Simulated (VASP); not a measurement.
Hf2MgO2, 5 atoms in the cell. The structure is tetragonal, space group I4/mmm (No. 139). Conventional cell: a = 5.016 Å, b = 5.016 Å, c = 6.338 Å, α = 90.00°, β = 90.00°, γ = 90.00°. Within 2.6 Å of Mg (site symmetry 4/mmm) lie 2 O at 1.97 Å and 4 Hf at 2.51 Å. Hf (site symmetry mmm) has 2 Mg at 2.51 Å and 8 O at 2.78 to 3.19 Å and 2 Hf at 3.17 Å within 3.3 Å. Within 2.6 Å of O (site symmetry 4mm) lie 1 Mg at 1.97 Å and 1 O at 2.40 Å. The cell was built from a structure type or drawn by symmetry, and may not be a known phase.

```yaml
Program: VASP 6.6.1
Task: single point
Functional: PBE
Potentials_or_basis: VASP PAW PBE potentials, release 64 (Mg, Hf_pv, O)
Cutoff: 520 eV
k_mesh: 6 × 6 × 6
Occupations: gaussian, width 0.1 eV
Spin: no spin polarisation
Dipole_correction: no
Further_INCAR_settings: ALGO = Normal; EDIFF = 1e-06; NBANDS = 25
```

Potentials or basis: VASP PAW PBE potentials, release 64 (Mg, Hf_pv, O).

Run with:

```bash
$ cat potpaw_PBE.64/Mg/POTCAR potpaw_PBE.64/Hf_pv/POTCAR potpaw_PBE.64/O/POTCAR > POTCAR
$ mpirun -np 1 vasp_std > vasp.out
```

Hardware: 1 thread of AMD EPYC 7R13 (shared host).

Task: Estimate the wall time of this run.

Result: Run time: 2.5 min on 1 thread of AMD EPYC 7R13 (shared host), peak memory 0.21 GiB. Counts: scf iterations 14, k points 30.
